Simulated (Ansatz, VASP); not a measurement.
## Ge in VASP and in Ansatz

The input POSCAR:

```
Ge
1.0
   -0.0252940762      2.8399481710      2.8399481710
    2.8399481710     -0.0252940762      2.8399481710
    2.8399481710      2.8399481710     -0.0252940762
Ge
2
Direct
   -0.0005465283     -0.0005465283     -0.0005465283
    0.2505465283      0.2505465283      0.2505465283
```

The input INCAR.step1:

```
SYSTEM = Ge
PREC = Accurate ; ENCUT = 520
ISMEAR = -1 ; SIGMA = 0.02
LREAL = .FALSE. ; LASPH = .TRUE.
NELM = 60 ; NBANDS = 21
GGA = PE ; ALGO = Normal
EDIFF = 1E-4 ; LWAVE = .TRUE.
LCHARG = .FALSE.
```

INCAR.step2

```
SYSTEM = Ge
PREC = Accurate ; ENCUT = 520
EDIFF = 1E-7 ; ISMEAR = -1
SIGMA = 0.02 ; LREAL = .FALSE.
LASPH = .TRUE. ; NELM = 60
ALGO = Normal ; ISIF = 2
LWAVE = .FALSE. ; LCHARG = .FALSE.
METAGGA = R2SCAN ; LMIXTAU = .TRUE.
NBANDS = 21 ; ISTART = 1
```

KPOINTS

```
Automatic mesh
0
G
  8 8 8
  0 0 0
```

Input for Ansatz:

```yaml
crystal:
  lattice:
    - [-0.0252940762, 2.839948171, 2.839948171]
    - [2.839948171, -0.0252940762, 2.839948171]
    - [2.839948171, 2.839948171, -0.0252940762]
  atoms:
    - { symbol: Ge, position: [-0.0005465283, -0.0005465283, -0.0005465283] }
    - { symbol: Ge, position: [0.2505465283, 0.2505465283, 0.2505465283] }
kpoints:
  mp_grid: { grid: [8, 8, 8] }
  band_path:
    path:
      - [0.0, 0.0, 0.0]
      - [0.5, 0.0, 0.5]
      - [0.625, 0.25, 0.625]
      - [0.375, 0.375, 0.75]
      - [0.5, 0.5, 0.5]
      - [0.5, 0.25, 0.75]
      - [-0.007324, 0.002604, 0.003906]
    npoints: 1
hamiltonian:
  xc: r2scan
scf:
  occupations: { method: fermi_dirac, width: 0.02 }
  n_extra_bands: 4
output:
  forces: true
  stress: true
  eigenvalues: true
```

Change from the starting cell: epitaxial_111 strain +1.0%.

Alike in both runs: task single point; functional r2SCAN; k mesh 8 × 8 × 8; occupations fermi-dirac, width 0.02 eV; no spin polarisation.

```csv
,VASP,Ansatz
version,VASP 6.6.1,Ansatz 0.2.0
potentials or method,"VASP PAW PBE potentials, release 64 (Ge_d)","plane waves, PAW"
plane-wave cutoff (eV),520,500
valence electrons in the cell,28,28
```

Ansatz gave:

```
pressure (GPa)                                                : -1.1
traceless stress, the component that is largest in VASP (GPa) : 0.57
```

Question: What did VASP give for the same quantities?

Answer: Pressure (GPa): -1.1; traceless stress, the component that is largest in VASP (GPa): 0.56.

VASP's potentials were made for PBE, not for r2SCAN.
